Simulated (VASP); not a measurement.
# BN (Fmm2) in VASP: notebook

BN is run at these levels: PBEsol; tasks: single point.

Program: VASP 6.6.1. These are calculated values, not measurements. Logs are shortened: lines on timing, memory, paths and dates and some standing lists are left out, and cuts for length are marked.

### Step 1. The cell of the first run

It takes space group Fmm2 (No. 42, orthorhombic). The conventional cell has a = 2.697 Å, b = 7.530 Å, c = 3.733 Å, α = 90.00°, β = 90.00°, γ = 90.00°. B (site symmetry mm2) has 3 N at 1.24 to 1.48 Å within 1.7 Å. Within 1.7 Å of N (site symmetry mm2) lie 3 B at 1.24 to 1.48 Å.

### Step 2. Single point, PBEsol

File INCAR:

```
SYSTEM = BN
PREC = Accurate
ENCUT = 520
EDIFF = 1E-7
ISMEAR = 0
SIGMA = 0.05
LREAL = .False.
LASPH = .True.
NELM = 100
ALGO = Normal
ISIF = 2
LWAVE = .False.
LCHARG = .True.
GGA = PS
LELF = .True.
LVHAR = .True.
NBANDS = 11
```

File KPOINTS:

```
Automatic mesh
0
Gamma
  12 12 12
  0 0 0
```

File POSCAR:

```
BN
1.0
    0.0000000000      3.7652148384      1.8666808437
    1.3482798077      0.0000000000      1.8666808437
    1.3482798077      3.7652148384      0.0000000000
B N
1 1
Direct
    0.0000486500      0.0000486500      0.9999513500
    0.6666513400      0.6666513400      0.3333486600
```

Potentials or basis: VASP PAW PBE potentials, release 64 (B, N).

On the command line:

```sh
$ cat potpaw_PBE.64/B/POTCAR potpaw_PBE.64/N/POTCAR > POTCAR
$ mpirun -np 1 vasp_std > vasp.out
```

OUTCAR:

```text
SYSTEM = BN
   PREC = Accurate
   ENCUT = 520
   EDIFF = 1E-7
   ISMEAR = 0
   LREAL = .False.
   LASPH = .True.
   NELM = 100
   ISIF = 2
   GGA = PS

 ion  position               nearest neighbor table
   1  0.000  0.000  1.000-   2 1.24   2 1.48   2 1.48
   2  0.667  0.667  0.333-   1 1.24   1 1.48   1 1.48

  LATTYP: Found a face centered orthorhombic cell.
 ALAT       =     2.6965596154
 B/A-ratio  =     1.3844906918
 C/A-ratio  =     2.7926064137

  Lattice vectors:

 A1 = (   0.0000000000,   3.7652148384,   1.8666808437)
 A2 = (  -1.3482798077,   3.7652148384,   0.0000000000)
 A3 = (  -1.3482798077,   0.0000000000,   1.8666808437)

Analysis of symmetry for initial positions (statically):
=====================================================================
 Subroutine PRICEL returns:
 Original cell was already a primitive cell.

 Routine SETGRP: Setting up the symmetry group for a
 face centered orthorhombic supercell.

 Subroutine GETGRP returns: Found  4 space group operations
 (whereof  4 operations were pure point group operations)
 out of a pool of  8 trial point group operations.

The static configuration has the point symmetry C_2v.

Analysis of symmetry for dynamics (positions and initial velocities):
=====================================================================
 Subroutine PRICEL returns:
 Original cell was already a primitive cell.

 Routine SETGRP: Setting up the symmetry group for a
 face centered orthorhombic supercell.

 Subroutine GETGRP returns: Found  4 space group operations
 (whereof  4 operations were pure point group operations)
 out of a pool of  8 trial point group operations.

The dynamic configuration has the point symmetry C_2v.

 Subroutine INISYM returns: Found  4 space group operations
 (whereof  4 operations are pure point group operations),
 and found     1 'primitive' translations

----------------------------------------------------------------------------------------

                                     Primitive cell

  volume of cell :      18.9526

  direct lattice vectors                    reciprocal lattice vectors
     0.000000000  3.765214838  1.866680844    -0.370842905  0.132794547  0.267855109
     1.348279808  0.000000000  1.866680844     0.370842905 -0.132794547  0.267855109
     1.348279808  3.765214838  0.000000000     0.370842905  0.132794547 -0.267855109

  length of vectors
     4.202539726  2.302684479  3.999337598     0.476345684  0.476345684  0.476345684

  position of ions in fractional coordinates (direct lattice)
     0.000048650  0.000048650  0.999951350
     0.666651340  0.666651340  0.333348660

  ion indices of the primitive-cell ions
   primitive index   ion index
                 1           1
                 2           2

----------------------------------------------------------------------------------------

 KPOINTS: Automatic mesh

Automatic generation of k-mesh.
 Grid dimensions read from file:
 generate k-points for:   12   12   12

 Generating k-lattice:

  Cartesian coordinates                     Fractional coordinates (reciprocal lattice)
    -0.030903575  0.011066212  0.022321259     0.083333333 -0.000000000  0.000000000
     0.030903575 -0.011066212  0.022321259    -0.000000000  0.083333333  0.000000000
     0.030903575  0.011066212 -0.022321259     0.000000000  0.000000000  0.083333333

  Length of vectors
     0.039695474  0.039695474  0.039695474

  Shift w.r.t. Gamma in fractional coordinates (k-lattice)
     0.000000000  0.000000000  0.000000000

 Subroutine IBZKPT returns following result:
 ===========================================

 Found    280 irreducible k-points:

 Following reciprocal coordinates:
            Coordinates               Weight
  0.000000  0.000000  0.000000      1.000000
  0.083333  0.000000  0.000000      8.000000
  0.166667  0.000000  0.000000      8.000000
  0.250000 -0.000000  0.000000      8.000000
  0.333333 -0.000000  0.000000      8.000000
  0.416667  0.000000 -0.000000      8.000000
[... 16 lines left out ...]
  0.500000  0.166667 -0.000000      8.000000
 -0.416667  0.166667  0.000000      8.000000
 [... further k-points ...]
   k-points           NKPTS =    280   k-points in BZ     NKDIM =    280   number of bands    NBANDS=     11
   number of dos      NEDOS =    301   number of ions     NIONS =      2
   total plane-waves  NPLWV =  17280
   dimension x,y,z NGX =    32 NGY =   18 NGZ =   30
   dimension x,y,z NGXF=    64 NGYF=   36 NGZF=   60
   ions per type =               1   1
   NGX,Y,Z   is equivalent  to a cutoff of  12.66, 13.00, 12.47 a.u.
   NGXF,Y,Z  is equivalent  to a cutoff of  25.32, 25.99, 24.94 a.u.
 SYSTEM =  BN
   PREC   = accura    normal or accurate (medium, high low for compatibility)
   ISTART =      0    job   : 0-new  1-cont  2-samecut
   ICHARG =      2    charge: 1-file 2-atom 10-const
   ISPIN  =      1    spin polarized calculation?
   LNONCOLLINEAR =      F non collinear calculations
   LSORBIT =      F    spin-orbit coupling
   LASPH  =      T    aspherical Exc in radial PAW
   ENCUT  =  520.0 eV  38.22 Ry    6.18 a.u.   7.81  4.28  7.44*2*pi/ulx,y,z
   NELM   =    100;   NELMIN=  2; NELMDL= -5     # of ELM steps
   EDIFF  = 0.1E-06   stopping-criterion for ELM
   LREAL  =      F    real-space projection
   EDIFFG = 0.1E-05   stopping-criterion for IOM
   NSW    =      0    number of steps for IOM
   IBRION =     -1    ionic relax: 0-MD 1-quasi-New 2-CG
   NFREE  =      0    steps in history (QN), initial steepest desc. (CG)
   ISIF   =      2    stress and relaxation
   ISYM   =      2    0-nonsym 1-usesym 2-fastsym
   POTIM  = 0.5000    time-step for ionic-motion
   TEBEG  =    0.0;   TEEND  =   0.0 temperature during run
   PSTRESS=    0.0 pullay stress
   NELECT =       8.0000    total number of electrons
   NUPDOWN=      -1.0000    fix difference up-down
   EMIN   =  10.00;   EMAX   =-10.00  energy-range for DOS
   EFERMI =   0.00;   METHOD = LEGACY
   ISMEAR =     0;   SIGMA  =   0.05  broadening in eV -4-tet -1-fermi 0-gaus
   EFERMI_NEDOS =   21; number of points for ismear=-14 and -15
   IALGO  =     38    algorithm
   IMIX   =      4    mixing-type and parameters
     AMIX     =   0.40;   BMIX     =  1.00
     AMIX_MAG =   1.60;   BMIX_MAG =  1.00
  volume/ion in A,a.u.               =       9.48        63.95
  Fermi-wavevector in a.u.,A,eV,Ry     =   1.228047  2.320672 20.518928  1.508099
  Thomas-Fermi vector in A             =   2.362987
   LORBIT       =      0    0 simple, 1 ext, 2 COOP (PROOUT), +10 PAW based schemes
   GGA     = PS    functional components
   LHFCALC =     F    Hartree Fock is set to
   AEXX    =    0.0000 exact exchange contribution
   IVDW    =     0    specifies the selected vdW correction
   LEPSILON=     F    determine dielectric tensor
   LRPA    =     F    only Hartree local field effects (RPA)
 non-spin polarized calculation
 Gauss-broadening in eV      SIGMA  =   0.05
  energy-cutoff  :      520.00
  volume of cell :       18.95
 maximum number of plane-waves:       524
   NGX = 15   NGY =  9   NGZ = 15

 number of electron       8.0000001 magnetization

 Free energy of the ion-electron system (eV)
  ---------------------------------------------------
  ext. energy  EPLUGINS =         0.00000000
  ---------------------------------------------------
  free energy    TOTEN  =       -16.87426503 eV

  energy without entropy =      -16.87426503  energy(sigma->0) =      -16.87426503

 E-fermi :   2.5360     XC(G=0):  -9.6458

 val. band max:        2.2786141604   @ k =   0.5000   0.5000   0.0000
 cond. band min:       6.0829497996   @ k =   0.0000   0.0000   0.0000
 fundamental gap:      3.8043356392
 Fermi energy:         2.5359604697

 k-point     1 :       0.0000    0.0000    0.0000
  band No.  band energies     occupation
      1     -16.6964      2.00000
      2      -3.6811      2.00000
      3       0.5667      2.00000
      4       0.7220      2.00000
      5       6.0829      0.00000
      6      12.0102      0.00000
      7      13.3569      0.00000
      8      15.4887      0.00000
      9      23.2538      0.00000
     10      25.5840      0.00000
     11      30.1264      0.00000

 k-point     2 :       0.0833    0.0000    0.0000
  band No.  band energies     occupation
      1     -16.5634      2.00000
      2      -3.5299      2.00000
      3      -0.1841      2.00000
      4       0.6166      2.00000
      5       6.3612      0.00000
      6      12.5893      0.00000
      7      13.7229      0.00000
      8      15.0031      0.00000
      9      23.1803      0.00000
     10      24.9503      0.00000
     11      29.0198      0.00000

 k-point     3 :       0.1667    0.0000    0.0000
  band No.  band energies     occupation
      1     -16.1722      2.00000
      2      -3.0817      2.00000
      3      -1.8809      2.00000
      4       0.2724      2.00000
      5       7.1453      0.00000
      6      13.4860      0.00000
      7      13.7551      0.00000
      8      14.9259      0.00000
      9      23.0062      0.00000
     10      23.7004      0.00000
     11      27.7605      0.00000

 k-point     4 :       0.2500   -0.0000    0.0000
  band No.  band energies     occupation
      1     -15.5500      2.00000
      2      -3.8853      2.00000
      3      -2.3495      2.00000
      4      -0.1587      2.00000
      5       8.3189      0.00000
      6      11.5782      0.00000
      7      14.8199      0.00000
      8      16.3052      0.00000
      9      22.0529      0.00000
     10      23.4987      0.00000
     11      26.8863      0.00000
[... 239 lines left out ...]
 k-point    22 :       0.4167    0.1667    0.0000
  band No.  band energies     occupation
      1     -14.0462      2.00000
      2      -6.2068      2.00000
      3      -1.8759      2.00000
      4      -0.3258      2.00000
      5       8.4589      0.00000
      6      10.9508      0.00000
      7      14.1018      0.00000
      8      18.2808      0.00000
      9      19.2787      0.00000
     10      24.4275      0.00000
     11      25.7112      0.00000

 k-point    23 :       0.5000    0.1667   -0.0000
  band No.  band energies     occupation
      1     -13.3973      2.00000
      2      -7.3359      2.00000
      3      -2.3201      2.00000
      4       0.4321      2.00000
      5       7.0964      0.00000
      6      12.8788      0.00000
      7      15.6519      0.00000
      8      17.7462      0.00000
      9      18.3958      0.00000
     10      22.8375      0.00000
     11      25.4217      0.00000

 k-point    24 :      -0.4167    0.1667    0.0000
  band No.  band energies     occupation
      1     -13.3083      2.00000
      2      -7.4777      2.00000
      3      -2.6049      2.00000
      4       0.4231      2.00000
      5       6.9292      0.00000
      6      13.9241      0.00000
      7      16.3389      0.00000
      8      17.6469      0.00000
      9      19.0699      0.00000
     10      21.4639      0.00000
     11      25.0371      0.00000

 [... further k-points ...]

------------------------ aborting loop because EDIFF is reached ----------------------------------------

  FORCE on cell =-STRESS in cart. coord.  units (eV):
  Direction    XX          YY          ZZ          XY          YZ          ZX
  --------------------------------------------------------------------------------------
  -------------------------------------------------------------------------------------
  Total       -3.5762044     -0.0782112     18.2843294      0.0000000      0.0000000      0.0000000
  in kB     -302.3173418     -6.6116494   1545.6806180      0.0000000      0.0000000      0.0000000
  external PRESSURE =     412.2505422 kB  Pullay stress =       0.0000000 kB

 VOLUME and BASIS-vectors are now :
 -----------------------------------------------------------------------------
  energy-cutoff  :      520.00
  volume of cell :       18.95
      direct lattice vectors                 reciprocal lattice vectors
     0.000000000  3.765214838  1.866680844    -0.370842905  0.132794547  0.267855109
     1.348279808  0.000000000  1.866680844     0.370842905 -0.132794547  0.267855109
     1.348279808  3.765214838  0.000000000     0.370842905  0.132794547 -0.267855109

 POSITION                                       TOTAL-FORCE (eV/Angst)
 -----------------------------------------------------------------------------------
      1.34828      3.76521      0.00018         0.000000      0.000000      7.408199
      1.34828      3.76521      2.48885         0.000000      0.000000     -7.408199
 -----------------------------------------------------------------------------------
    total drift:                               -0.000003      0.000003      0.000082

  FREE ENERGIE OF THE ION-ELECTRON SYSTEM (eV)
  ---------------------------------------------------
  free  energy   TOTEN  =       -16.8742650328 eV

  energy  without entropy=      -16.8742650328  energy(sigma->0) =      -16.87426503
```

It took 83 s on 1 thread of Intel Xeon 8259CL, shared host; peak memory 0.18 GiB.

What came out:

```yaml
Free_energy: -16.8743 eV
Pressure: 41.2 GPa
Largest_force: 7.408 eV/Å
Band_gap_on_the_k_mesh: 3.80 eV (least direct gap 4.78 eV)
```

Forces on the atoms (eV/Å):
```
B    0.000  0.000  7.408
N    0.000  0.000 -7.408
```

Caveat: the cell stands under pressure; the PAW data sets were made with another functional, which shifts forces and pressure a little.

### Step 3. Single point, PBEsol

This run uses another cell than the first one, of the same volume but with other edges.

File INCAR:

```
PREC = Accurate
ENCUT = 520
EDIFF = 1E-7
ISMEAR = 0
SIGMA = 0.05
LREAL = F
LASPH = T
NELM = 100
ALGO = Normal
ISIF = 2
LWAVE = F
LCHARG = T
GGA = PS
LELF = T
LVHAR = T
NBANDS = 11
```

File KPOINTS:

```
Automatic mesh
0
Gamma
  12 12 12
```

File POSCAR:

```
BN
1.0
    0.0000000000      3.2026192256      2.5801145084
    1.1468208373      0.0000000000      2.5801145084
    1.1468208373      3.2026192256      0.0000000000
B N
1 1
Direct
    0.0000486500      0.0000486500      0.9999513500
    0.6666513400      0.6666513400      0.3333486600
```

Potentials or basis: VASP PAW PBE potentials, release 64 (B, N).

On the command line:

```sh
$ cat potpaw_PBE.64/B/POTCAR potpaw_PBE.64/N/POTCAR > POTCAR
$ mpirun -np 1 vasp_std > vasp.out
```

Wall time 1.8 min (1 thread of Intel Xeon 8259CL, shared host); peak memory 0.19 GiB.

Results (log left out):

```
Free energy            : -16.7979 eV
Pressure               : -14.8 GPa
Largest force          : 0.469 eV/Å
Band gap on the k mesh : 1.95 eV (least direct gap 3.18 eV)
```

Forces on the atoms (eV/Å):
```
B    0.000  0.000  0.469
N    0.000  0.000 -0.469
```

Stress tensor (GPa, compression positive):
```
  57.84    0.00    0.00
   0.00    3.30    0.00
   0.00    0.00 -105.39
```

Levels at points of the mesh, in eV from the valence-band top:
```tsv
k point	band 1	band 2	band 3	band 4	band 5	band 6	band 7	band 8	band 9
(0.00, 0.00, 0.00)	-17.64	-3.69	-2.91	-0.32	2.86	7.26	11.03	13.12	16.14
(0.50, 0.00, 0.00)	-14.00	-8.52	-4.85	-0.41	4.22	6.13	12.37	14.66	17.91
(0.50, 0.50, 0.00)	-15.89	-9.36	-1.58	-1.45	5.58	8.65	11.08	14.25	17.50
(0.50, 0.00, 0.50)	-17.24	-6.35	-2.76	-0.37	4.43	8.71	12.92	14.54	14.83
(0.00, 0.50, 0.50)	-15.62	-8.86	-3.47	-1.53	1.95	12.71	13.76	14.86	18.02
```

Caveat: the cell stands under tension; the PAW data sets were made with another functional, which shifts forces and pressure a little.
